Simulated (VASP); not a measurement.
Input of a VASP 6.6.1 run:

INCAR

```
PREC = Accurate ; ENCUT = 520
EDIFF = 1E-6 ; ISMEAR = 0
SIGMA = 0.02 ; LREAL = False
LASPH = True ; NELM = 80
ALGO = Normal ; ISIF = 2
LWAVE = False ; LCHARG = False
GGA = PE ; NBANDS = 30
```

File KPOINTS:

```
Automatic mesh
0
Gamma
  4 4 6
```

Contents of POSCAR:

```
LiCl
1.0
    6.4788239324      0.0000000000      0.0000000000
    0.0000000000      6.4788239324      0.0000000000
    0.0000000000      0.0000000000      3.4794100050
Li Cl
4 4
Direct
    0.6610553662      0.6610553662      0.5000000000
    0.1610553662      0.8389446338      0.2500000000
    0.3389446338      0.3389446338      0.0000000000
    0.8389446338      0.1610553662      0.7500000000
    0.8276848742      0.8276848742      0.0000000000
    0.3276848742      0.6723151258      0.7500000000
    0.1723151258      0.1723151258      0.5000000000
    0.6723151258      0.3276848742      0.2500000000
```

Potentials or basis: VASP PAW PBE potentials, release 64 (Li_sv, Cl).

Command:

```bash
$ cat potpaw_PBE.64/Li_sv/POTCAR potpaw_PBE.64/Cl/POTCAR > POTCAR
$ mpirun -np 1 vasp_std > vasp.out
```

Task: What does it give for the band gap on the k mesh?

Result: 6.10 eV, indirect (least direct gap 6.18 eV).

Task: Predict the largest force.

Result: 0.009 eV/Å.

Forces in eV/Å, atoms in the order of the input:
```
Li  -0.004 -0.004  0.000
Li  -0.004  0.004  0.000
Li   0.004  0.004  0.000
Li   0.004 -0.004  0.000
Cl   0.006  0.006  0.000
Cl   0.006 -0.006  0.000
Cl  -0.006 -0.006  0.000
Cl  -0.006  0.006  0.000
```

 A k mesh can miss the band edges.
